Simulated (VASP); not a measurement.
# CoSi (rocksalt type) (Fm-3m) in VASP: a series of runs, part 2 of 2

VASP 6.6.1.

### 3 Density of states, LDA (volume scaled by 0.88)

Contents of POSCAR:

```
CoSi
1.0
    0.0000000000      2.1897006422      2.1897006422
    2.1897006422      0.0000000000      2.1897006422
    2.1897006422      2.1897006422      0.0000000000
Co Si
1 1
Direct
    0.0000000000      0.0000000000      0.0000000000
    0.5000000000      0.5000000000      0.5000000000
```

Contents of INCAR.step1:

```
  ALGO = Normal
  EDIFF = 1E-6
  ENCUT = 520
  ISIF = 2
  ISMEAR = -1
  LASPH = True
  LCHARG = True
  LMAXMIX = 4
  LREAL = False
  LWAVE = False
  NBANDS = 14
  NELM = 60
  PREC = Accurate
  SIGMA = 0.1
```

Contents of KPOINTS.step1:

```
k-points
0
Gamma
  14 14 14
```

Contents of INCAR.step2:

```
  ALGO = Normal
  EDIFF = 1E-6
  ENCUT = 520
  ICHARG = 11
  ISIF = 2
  ISMEAR = -5
  LASPH = True
  LCHARG = False
  LMAXMIX = 4
  LORBIT = 11
  LREAL = False
  LWAVE = False
  NEDOS = 1001
  NELM = 60
  PREC = Accurate
  SIGMA = 0.1
```

Contents of KPOINTS.step2:

```
k-points
0
Gamma
  21 21 21
```

Potentials or basis: VASP PAW LDA potentials, release 64 (Co, Si).

Run with:

```console
cat potpaw_LDA.64/Co/POTCAR potpaw_LDA.64/Si/POTCAR > POTCAR
cp INCAR.step1 INCAR
cp KPOINTS.step1 KPOINTS
mpirun -np 1 vasp_std > vasp.out
cp INCAR.step2 INCAR
cp KPOINTS.step2 KPOINTS
mpirun -np 1 vasp_std > vasp.out
```

OUTCAR:

```text
EDIFF = 1E-6
   ENCUT = 520
   ICHARG = 11
   ISIF = 2
   ISMEAR = -5
   LASPH = True
   LORBIT = 11
   LREAL = False
   NELM = 60
   PREC = Accurate

 ion  position               nearest neighbor table
   1  0.000  0.000  0.000-   2 2.19   2 2.19   2 2.19   2 2.19   2 2.19   2 2.19
   2  0.500  0.500  0.500-   1 2.19   1 2.19   1 2.19   1 2.19   1 2.19   1 2.19

  LATTYP: Found a face centered cubic cell.
 ALAT       =     4.3794012844

  Lattice vectors:

 A1 = (   0.0000000000,   2.1897006422,   2.1897006422)
 A2 = (   2.1897006422,   0.0000000000,   2.1897006422)
 A3 = (   2.1897006422,   2.1897006422,   0.0000000000)

Analysis of symmetry for initial positions (statically):
=====================================================================
 Subroutine PRICEL returns:
 Original cell was already a primitive cell.

 Routine SETGRP: Setting up the symmetry group for a
 face centered cubic supercell.

 Subroutine GETGRP returns: Found 48 space group operations
 (whereof 48 operations were pure point group operations)
[... 183 lines left out ...]
     10      24.2640      0.00000
[... 287 lines left out ...]
 k-point    24 :      -0.3810    0.0476    0.0000
  band No.  band energies     occupation
      1       2.4153      2.00000
      2       6.3051      2.00000
      3       8.8523      2.00000
      4       8.8595      2.00000
      5      11.0785      2.00000
      6      11.1811      2.00000
      7      12.5535      1.09275
      8      18.2704      0.00000
      9      20.2257      0.00000
     10      20.4682      0.00000

 [... further k-points ...]

------------------------ aborting loop because EDIFF is reached ----------------------------------------

  FORCE on cell =-STRESS in cart. coord.  units (eV):
  Direction    XX          YY          ZZ          XY          YZ          ZX
  --------------------------------------------------------------------------------------
  -------------------------------------------------------------------------------------
  Total        4.7567040      4.7567040      4.7567040     -0.0000000      0.0000000      0.0000000
  in kB      362.9380262    362.9380262    362.9380262     -0.0000000      0.0000000      0.0000000
  external PRESSURE =     362.9380262 kB  Pullay stress =       0.0000000 kB

 VOLUME and BASIS-vectors are now :
 -----------------------------------------------------------------------------
  energy-cutoff  :      520.00
  volume of cell :       21.00
      direct lattice vectors                 reciprocal lattice vectors
     0.000000000  2.189700642  2.189700642    -0.228341715  0.228341715  0.228341715
     2.189700642  0.000000000  2.189700642     0.228341715 -0.228341715  0.228341715
     2.189700642  2.189700642  0.000000000     0.228341715  0.228341715 -0.228341715

 POSITION                                       TOTAL-FORCE (eV/Angst)
 -----------------------------------------------------------------------------------
      0.00000      0.00000      0.00000         0.000000     -0.000000      0.000000
      2.18970      2.18970      2.18970        -0.000000      0.000000     -0.000000
 -----------------------------------------------------------------------------------
    total drift:                                0.000000     -0.000000     -0.000000

  FREE ENERGIE OF THE ION-ELECTRON SYSTEM (eV)
  ---------------------------------------------------
  free  energy   TOTEN  =       -13.8842324889 eV

  energy  without entropy=      -13.8842324889  energy(sigma->0) =      -13.88423249

 total charge

# of ion       s       p       d       tot
------------------------------------------
    1        0.568   0.585   7.822   8.975
    2        0.801   0.967   0.000   1.768
--------------------------------------------------
tot          1.369   1.552   7.822  10.743
```

OUTCAR.step1:

```text
EDIFF = 1E-6
   ENCUT = 520
   ISIF = 2
   ISMEAR = -1
   LASPH = True
[... 628 lines left out ...]
      0.00000      0.00000      0.00000         0.000000      0.000000     -0.000000
      2.18970      2.18970      2.18970        -0.000000      0.000000      0.000000
 -----------------------------------------------------------------------------------
    total drift:                                0.000000     -0.000000     -0.000000

  FREE ENERGIE OF THE ION-ELECTRON SYSTEM (eV)
  ---------------------------------------------------
  free  energy   TOTEN  =       -13.9023725360 eV

  energy  without entropy=      -13.8644462097  energy(sigma->0) =      -13.88340937
```

OSZICAR.step1:

```text
N       E                     dE             d eps       ncg     rms          rms(c)
DAV:   1     0.454115437615E+02    0.45412E+02   -0.55407E+03  2944   0.988E+02
DAV:   2    -0.127263971941E+02   -0.58138E+02   -0.52727E+02  3182   0.192E+02
DAV:   3    -0.149367571579E+02   -0.22104E+01   -0.21791E+01  3650   0.413E+01
DAV:   4    -0.149681854337E+02   -0.31428E-01   -0.31416E-01  3348   0.450E+00
DAV:   5    -0.149690379988E+02   -0.85257E-03   -0.85255E-03  3696   0.774E-01    0.142E+01
DAV:   6    -0.163691934330E+02   -0.14002E+01   -0.27309E+01  3080   0.778E+01    0.123E+01
DAV:   7    -0.139319231391E+02    0.24373E+01   -0.11701E+01  3200   0.528E+01    0.346E+00
DAV:   8    -0.139092006676E+02    0.22722E-01   -0.99761E-02  3158   0.213E+00    0.125E+00
DAV:   9    -0.139024336092E+02    0.67671E-02   -0.16019E-02  4032   0.169E+00    0.228E-01
DAV:  10    -0.139023766153E+02    0.56994E-04   -0.48646E-04  3416   0.229E-01    0.662E-02
DAV:  11    -0.139023729821E+02    0.36332E-05   -0.29140E-05  4220   0.698E-02    0.956E-03
DAV:  12    -0.139023725360E+02    0.44605E-06   -0.15836E-06  2036   0.145E-02
   1 F= -.13902373E+02 E0= -.13883409E+02  d E =-.379263E-01
```

Wall time 37 s (1 thread of Intel Xeon 6975P-C, shared host); peak memory 0.18 GiB.

Results:

```
Valence electrons inside the program's atomic spheres : Co 8.97; Si 1.77
```

Caveat: the cell differs from its parent crystal (volume scaled by 0.88); tetrahedron occupations give inexact forces and stress in metals. Spin polarisation is off, so any magnetic state and its effect on volume and gap are missing.

### 4 Density of states, LDA

This run uses another cell than the first one, of 11.93 Å³/atom, 1.389 times its volume.

Contents of POSCAR:

```
CoSi
1.0
    0.0000000000      2.2850227151      2.2850227151
    2.2850227151      0.0000000000      2.2850227151
    2.2850227151      2.2850227151      0.0000000000
Co Si
1 1
Direct
    0.0000000000      0.0000000000      0.0000000000
    0.5000000000      0.5000000000      0.5000000000
```

Contents of INCAR.step1:

```
SYSTEM = CoSi
  ALGO = Normal
  EDIFF = 1E-7
  ENCUT = 520
  ISIF = 2
  ISMEAR = -1
  LASPH = .True.
  LCHARG = .True.
  LMAXMIX = 4
  LREAL = .False.
  LWAVE = .False.
  NBANDS = 14
  NELM = 100
  PREC = Accurate
  SIGMA = 0.1
```

Contents of KPOINTS.step1:

```
k-points
0
Gamma
  14 14 14
  0 0 0
```

Contents of INCAR.step2:

```
SYSTEM = CoSi
  ALGO = Normal
  EDIFF = 1E-7
  ENCUT = 520
  ICHARG = 11
  ISIF = 2
  ISMEAR = -5
  LASPH = .True.
  LCHARG = .False.
  LMAXMIX = 4
  LORBIT = 11
  LREAL = .False.
  LWAVE = .False.
  NEDOS = 1001
  NELM = 100
  PREC = Accurate
  SIGMA = 0.1
```

Contents of KPOINTS.step2:

```
k-points
0
Gamma
  21 21 21
  0 0 0
```

Run with:

```console
cat potpaw_LDA.64/Co/POTCAR potpaw_LDA.64/Si/POTCAR > POTCAR
cp INCAR.step1 INCAR
cp KPOINTS.step1 KPOINTS
mpirun -np 1 vasp_std > vasp.out
cp INCAR.step2 INCAR
cp KPOINTS.step2 KPOINTS
mpirun -np 1 vasp_std > vasp.out
```

It took 41 s on 1 thread of Intel Xeon 6975P-C, shared host; peak memory 0.2 GiB.

Results (log left out):

| Item | Value |
| --- | --- |
| Valence electrons inside the program's atomic spheres | Co 8.66; Si 1.67 |

Levels at points of the mesh, in eV from the Fermi level:
| k point | band 3 | band 4 | band 5 | band 6 | band 7 | band 8 | band 9 | band 10 |
| --- | --- | --- | --- | --- | --- | --- | --- | --- |
| (0.00, 0.00, 0.00) | -2.12 | -2.12 | -2.06 | -2.06 | 4.65 | 4.65 | 4.65 | 11.10 |

Caveat: tetrahedron occupations give inexact forces and stress in metals. Spin polarisation is off, so any magnetic state and its effect on volume and gap are missing.
